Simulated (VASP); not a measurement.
# PbSe (Pm-3m) in VASP: further runs

The runs below take PbSe through single point, relaxation of cell and atoms, with PBE, RPBE+D3(BJ).

All numbers are computed with VASP 6.6.1; they aren't measurements. Logs are shortened: lines on timing, memory, paths and dates and some standing lists are left out, and cuts for length are marked.

### 1 The cell of the first run

The structure is cubic, space group Pm-3m (No. 221). Conventional cell: a = 3.759 Å, b = 3.759 Å, c = 3.759 Å, α = 90.00°, β = 90.00°, γ = 90.00°. Within 4.3 Å of Pb (site symmetry m-3m) lie 8 Se at 3.26 Å and 6 Pb at 3.76 Å. Within 4.3 Å of Se (site symmetry m-3m) lie 8 Pb at 3.26 Å and 6 Se at 3.76 Å.

### 2 Single point, PBE

INCAR

```
ALGO = Normal
EDIFF = 1E-6
ENCUT = 520
GGA = PE
ISIF = 2
ISMEAR = -1
LASPH = T
LCHARG = F
LREAL = F
LWAVE = F
NBANDS = 17
NELM = 80
PREC = Accurate
SIGMA = 0.05
```

KPOINTS

```
k-points
0
Gamma
  7 7 7
```

POSCAR

```
PbSe
1.0
    3.7589231005      0.0000000000      0.0000000000
    0.0000000000      3.7589231005      0.0000000000
    0.0000000000      0.0000000000      3.7589231005
Pb Se
1 1
Direct
    0.0000000000      0.0000000000      0.0000000000
    0.5000000000      0.5000000000      0.5000000000
```

Potentials or basis: VASP PAW PBE potentials, release 64 (Pb_d, Se).

The run is started by

```sh
> cat potpaw_PBE.64/Pb_d/POTCAR potpaw_PBE.64/Se/POTCAR > POTCAR
> mpirun -np 1 vasp_std > vasp.out
```

OUTCAR:

```text
EDIFF = 1E-6
   ENCUT = 520
   GGA = PE
   ISIF = 2
   ISMEAR = -1
   LASPH = T
   LREAL = F
   NELM = 80
   PREC = Accurate

 ion  position               nearest neighbor table
   1  0.000  0.000  0.000-   2 3.26   2 3.26   2 3.26   2 3.26   2 3.26   2 3.26   2 3.26   2 3.26

   2  0.500  0.500  0.500-   1 3.26   1 3.26   1 3.26   1 3.26   1 3.26   1 3.26   1 3.26   1 3.26

  LATTYP: Found a simple cubic cell.
 ALAT       =     3.7589231005

  Lattice vectors:

 A1 = (   3.7589231005,   0.0000000000,   0.0000000000)
 A2 = (   0.0000000000,   3.7589231005,   0.0000000000)
 A3 = (   0.0000000000,   0.0000000000,   3.7589231005)

Analysis of symmetry for initial positions (statically):
=====================================================================
 Subroutine PRICEL returns:
 Original cell was already a primitive cell.

 Routine SETGRP: Setting up the symmetry group for a
 simple cubic supercell.

 Subroutine GETGRP returns: Found 48 space group operations
 (whereof 48 operations were pure point group operations)
 out of a pool of 48 trial point group operations.

The static configuration has the point symmetry O_h .

Analysis of symmetry for dynamics (positions and initial velocities):
=====================================================================
 Subroutine PRICEL returns:
 Original cell was already a primitive cell.

 Routine SETGRP: Setting up the symmetry group for a
 simple cubic supercell.

 Subroutine GETGRP returns: Found 48 space group operations
 (whereof 48 operations were pure point group operations)
 out of a pool of 48 trial point group operations.

The dynamic configuration has the point symmetry O_h .

 Subroutine INISYM returns: Found 48 space group operations
 (whereof 48 operations are pure point group operations),
 and found     1 'primitive' translations

----------------------------------------------------------------------------------------

                                     Primitive cell

  volume of cell :      53.1117

  direct lattice vectors                    reciprocal lattice vectors
     3.758923101  0.000000000  0.000000000     0.266033641  0.000000000  0.000000000
[... 75 lines left out ...]
   ISPIN  =      1    spin polarized calculation?
   LNONCOLLINEAR =      F non collinear calculations
   LSORBIT =      F    spin-orbit coupling
   LASPH  =      T    aspherical Exc in radial PAW
   ENCUT  =  520.0 eV  38.22 Ry    6.18 a.u.   6.99  6.99  6.99*2*pi/ulx,y,z
   NELM   =     80;   NELMIN=  2; NELMDL= -5     # of ELM steps
   EDIFF  = 0.1E-05   stopping-criterion for ELM
   LREAL  =      F    real-space projection
   EDIFFG = 0.1E-04   stopping-criterion for IOM
   NSW    =      0    number of steps for IOM
   IBRION =     -1    ionic relax: 0-MD 1-quasi-New 2-CG
   NFREE  =      0    steps in history (QN), initial steepest desc. (CG)
   ISIF   =      2    stress and relaxation
   ISYM   =      2    0-nonsym 1-usesym 2-fastsym
   POTIM  = 0.5000    time-step for ionic-motion
   TEBEG  =    0.0;   TEEND  =   0.0 temperature during run
   PSTRESS=    0.0 pullay stress
   NELECT =      20.0000    total number of electrons
   NUPDOWN=      -1.0000    fix difference up-down
   EMIN   =  10.00;   EMAX   =-10.00  energy-range for DOS
   EFERMI =   0.00;   METHOD = LEGACY
   ISMEAR =    -1;   SIGMA  =   0.05  broadening in eV -4-tet -1-fermi 0-gaus
   EFERMI_NEDOS =   21; number of points for ismear=-14 and -15
   IALGO  =     38    algorithm
   IMIX   =      4    mixing-type and parameters
     AMIX     =   0.40;   BMIX     =  1.00
     AMIX_MAG =   1.60;   BMIX_MAG =  1.00
  volume/ion in A,a.u.               =      26.56       179.21
  Fermi-wavevector in a.u.,A,eV,Ry     =   1.182192  2.234019 19.015205  1.397578
  Thomas-Fermi vector in A             =   2.318451
   LORBIT       =      0    0 simple, 1 ext, 2 COOP (PROOUT), +10 PAW based schemes
   GGA     = PE    functional components
   LHFCALC =     F    Hartree Fock is set to
   AEXX    =    0.0000 exact exchange contribution
   IVDW    =     0    specifies the selected vdW correction
   LEPSILON=     F    determine dielectric tensor
   LRPA    =     F    only Hartree local field effects (RPA)
 non-spin polarized calculation
  energy-cutoff  :      520.00
  volume of cell :       53.11
 maximum number of plane-waves:      1440
 NGX is ok and might be reduce to    28
   NGX = 13   NGY = 13   NGZ = 13

 number of electron      20.0000011 magnetization

 Free energy of the ion-electron system (eV)
  ---------------------------------------------------
  ext. energy  EPLUGINS =         0.00000000
  ---------------------------------------------------
  free energy    TOTEN  =        -7.71722066 eV

  energy without entropy =       -7.70679743  energy(sigma->0) =       -7.71200904

 E-fermi :   5.5179     XC(G=0): -10.0512

 val. band max:        5.4932081872   @ k =   0.4286   0.4286   0.0000
 cond. band min:       5.5303159609   @ k =   0.1429   0.1429   0.1429
 fundamental gap:      0.0371077737
 Fermi energy:         5.5178997702

 k-point     1 :       0.0000    0.0000    0.0000
  band No.  band energies     occupation
      1     -11.3792      2.00000
      2     -11.3792      2.00000
      3     -11.2205      2.00000
      4     -11.2205      2.00000
      5     -11.2205      2.00000
      6      -7.7854      2.00000
[... 377 lines left out ...]
      4     -11.1857      2.00000
      5     -11.1857      2.00000
      6      -5.8171      2.00000
[... 9 lines left out ...]
     16      18.7382      0.00000
     17      22.4338      0.00000

------------------------ aborting loop because EDIFF is reached ----------------------------------------

  FORCE on cell =-STRESS in cart. coord.  units (eV):
  Direction    XX          YY          ZZ          XY          YZ          ZX
  --------------------------------------------------------------------------------------
  -------------------------------------------------------------------------------------
  Total        0.2709415      0.2709415      0.2709415      0.0000000      0.0000000      0.0000000
  in kB        8.1732676      8.1732676      8.1732676      0.0000000      0.0000000      0.0000000
  external PRESSURE =       8.1732676 kB  Pullay stress =       0.0000000 kB

 VOLUME and BASIS-vectors are now :
 -----------------------------------------------------------------------------
  energy-cutoff  :      520.00
  volume of cell :       53.11
      direct lattice vectors                 reciprocal lattice vectors
     3.758923101  0.000000000  0.000000000     0.266033641  0.000000000  0.000000000
     0.000000000  3.758923101  0.000000000     0.000000000  0.266033641  0.000000000
     0.000000000  0.000000000  3.758923101     0.000000000  0.000000000  0.266033641

 POSITION                                       TOTAL-FORCE (eV/Angst)
 -----------------------------------------------------------------------------------
      0.00000      0.00000      0.00000         0.000000      0.000000      0.000000
      1.87946      1.87946      1.87946         0.000000      0.000000      0.000000
 -----------------------------------------------------------------------------------
    total drift:                                0.000000      0.000000      0.000000

  FREE ENERGIE OF THE ION-ELECTRON SYSTEM (eV)
  ---------------------------------------------------
  free  energy   TOTEN  =        -7.7172206614 eV

  energy  without entropy=       -7.7067974275  energy(sigma->0) =       -7.71200904
```

stdout:

```text
POSCAR found type information on POSCAR PbSe
 POSCAR found :  2 types and       2 ions
 scaLAPACK will be used
 LDA part: xc-table for (Slater+PW92), standard interpolation
 POSCAR, INCAR and KPOINTS ok, starting setup
 FFT: planning ... GRIDC
 FFT: planning ... GRID_SOFT
 FFT: planning ... GRID
 WAVECAR not read
 entering main loop
```

It took 22 s on 1 thread of Intel Xeon 8259CL, shared host; peak memory 0.13 GiB.

Results:

- Free energy: -7.7172 eV
- Pressure: 0.8 GPa
- Band gap on the k mesh: zero (band 10 reaches 5.53 eV, above the bottom of band 11 at 5.36 eV)

Levels at points of the mesh, in eV from the Fermi level:
```
           k point  band 7  band 8  band 9  band 10  band 11  band 12  band 13  band 14
(0.00, 0.00, 0.00)   -6.98   -1.51   -1.51    -1.51     5.14     5.14     6.24     6.24
```

Caveat: spin-orbit coupling is left out, which moves the levels of the heavy elements.

### 3 Single point, PBE

This run uses another cell than the first one, of 27.64 Å³/atom, 1.041 times its volume.

INCAR

```
SYSTEM = PbSe
ALGO = Normal
EDIFF = 1E-7
ENCUT = 520
GGA = PE
ISIF = 2
ISMEAR = -1
LASPH = .TRUE.
LCHARG = .TRUE.
LELF = .TRUE.
LREAL = .FALSE.
LVHAR = .TRUE.
LWAVE = .FALSE.
NBANDS = 17
NELM = 60
PREC = Accurate
SIGMA = 0.05
```

KPOINTS

```
k-points
0
G
  7 7 7
  0 0 0
```

POSCAR

```
PbSe
1.0
    3.8093844655      0.0000000000      0.0000000000
    0.0000000000      3.8093844655      0.0000000000
    0.0000000000      0.0000000000      3.8093844655
Pb Se
1 1
Direct
    0.0000000000      0.0000000000      0.0000000000
    0.5000000000      0.5000000000      0.5000000000
```

Potentials or basis: VASP PAW PBE potentials, release 64 (Pb_d, Se).

The run is started by

```sh
> cat potpaw_PBE.64/Pb_d/POTCAR potpaw_PBE.64/Se/POTCAR > POTCAR
> mpirun -np 1 vasp_std > vasp.out
```

Wall time 32 s (1 thread of Intel Xeon 8259CL, shared host); peak memory 0.13 GiB.

Results (log left out):

```
Free energy            : -7.7158 eV
Pressure               : -1.1 GPa
Band gap on the k mesh : zero (band 10 reaches 5.09 eV, above the bottom of band 11 at 5.02 eV)
```

Levels at points of the mesh, in eV from the Fermi level:
```tsv
k point	band 6	band 7	band 8	band 9	band 10	band 11	band 12	band 13	band 14	band 15
(0.00, 0.00, 0.00)	-13.05	-7.08	-1.41	-1.41	-1.41	5.18	5.18	5.95	5.95	5.95
```

Caveat: spin-orbit coupling is left out, which moves the levels of the heavy elements.

### 4 Single point, PBE

This run uses another cell than the first one, of 28.18 Å³/atom, 1.061 times its volume.

INCAR

```
PREC = Accurate
ENCUT = 520
EDIFF = 1E-6
ISMEAR = -1
SIGMA = 0.05
LREAL = False
LASPH = True
NELM = 60
ALGO = Normal
ISIF = 2
LWAVE = False
LCHARG = True
GGA = PE
LELF = True
LVHAR = True
NBANDS = 17
```

KPOINTS

```
Automatic mesh
0
Gamma
  7 7 7
```

POSCAR

```
PbSe
1.0
    3.8341214214      0.0000000000      0.0000000000
    0.0000000000      3.8341214214      0.0000000000
    0.0000000000      0.0000000000      3.8341214214
Pb Se
1 1
Direct
    0.0000000000      0.0000000000      0.0000000000
    0.5000000000      0.5000000000      0.5000000000
```

Potentials or basis: VASP PAW PBE potentials, release 64 (Pb_d, Se).

The run is started by

```sh
> cat potpaw_PBE.64/Pb_d/POTCAR potpaw_PBE.64/Se/POTCAR > POTCAR
> mpirun -np 1 vasp_std > vasp.out
```

OUTCAR:

```text
PREC = Accurate
   ENCUT = 520
   EDIFF = 1E-6
   ISMEAR = -1
   LREAL = False
   LASPH = True
   NELM = 60
   ISIF = 2
   GGA = PE

 ion  position               nearest neighbor table
   1  0.000  0.000  0.000-   2 3.32   2 3.32   2 3.32   2 3.32   2 3.32   2 3.32   2 3.32   2 3.32

   2  0.500  0.500  0.500-   1 3.32   1 3.32   1 3.32   1 3.32   1 3.32   1 3.32   1 3.32   1 3.32

  LATTYP: Found a simple cubic cell.
 ALAT       =     3.8341214214

[... 581 lines left out ...]

------------------------ aborting loop because EDIFF is reached ----------------------------------------

  FORCE on cell =-STRESS in cart. coord.  units (eV):
  Direction    XX          YY          ZZ          XY          YZ          ZX
  --------------------------------------------------------------------------------------
  -------------------------------------------------------------------------------------
  Total       -0.6617516     -0.6617516     -0.6617516     -0.0000000     -0.0000000      0.0000000
  in kB      -18.8108312    -18.8108312    -18.8108312     -0.0000000     -0.0000000      0.0000000
  external PRESSURE =     -18.8108312 kB  Pullay stress =       0.0000000 kB

 VOLUME and BASIS-vectors are now :
 -----------------------------------------------------------------------------
  energy-cutoff  :      520.00
  volume of cell :       56.36
      direct lattice vectors                 reciprocal lattice vectors
     3.834121421  0.000000000  0.000000000     0.260815945  0.000000000  0.000000000
     0.000000000  3.834121421  0.000000000     0.000000000  0.260815945  0.000000000
     0.000000000  0.000000000  3.834121421     0.000000000  0.000000000  0.260815945

 POSITION                                       TOTAL-FORCE (eV/Angst)
 -----------------------------------------------------------------------------------
      0.00000      0.00000      0.00000         0.000000      0.000000      0.000000
      1.91706      1.91706      1.91706         0.000000      0.000000      0.000000
 -----------------------------------------------------------------------------------
    total drift:                               -0.000000     -0.000000     -0.000000

  FREE ENERGIE OF THE ION-ELECTRON SYSTEM (eV)
  ---------------------------------------------------
  free  energy   TOTEN  =        -7.7061471305 eV

  energy  without entropy=       -7.6955642545  energy(sigma->0) =       -7.70085569
```

Wall time 35 s (1 thread of Intel Xeon 8259CL, shared host); peak memory 0.15 GiB.

Results:

| Property | Result |
| --- | --- |
| Free energy | -7.7061 eV |
| Pressure | -1.9 GPa |
| Band gap on the k mesh | zero (band 10 reaches 4.91 eV, above the bottom of band 11 at 4.86 eV) |

Levels at points of the mesh, in eV from the Fermi level:
```tsv
k point	band 7	band 8	band 9	band 10	band 11	band 12	band 13	band 14
(0.00, 0.00, 0.00)	-7.14	-1.38	-1.38	-1.38	5.19	5.19	5.81	5.81
```

Caveat: spin-orbit coupling is left out, which moves the levels of the heavy elements.

[end of part 1 of 2]
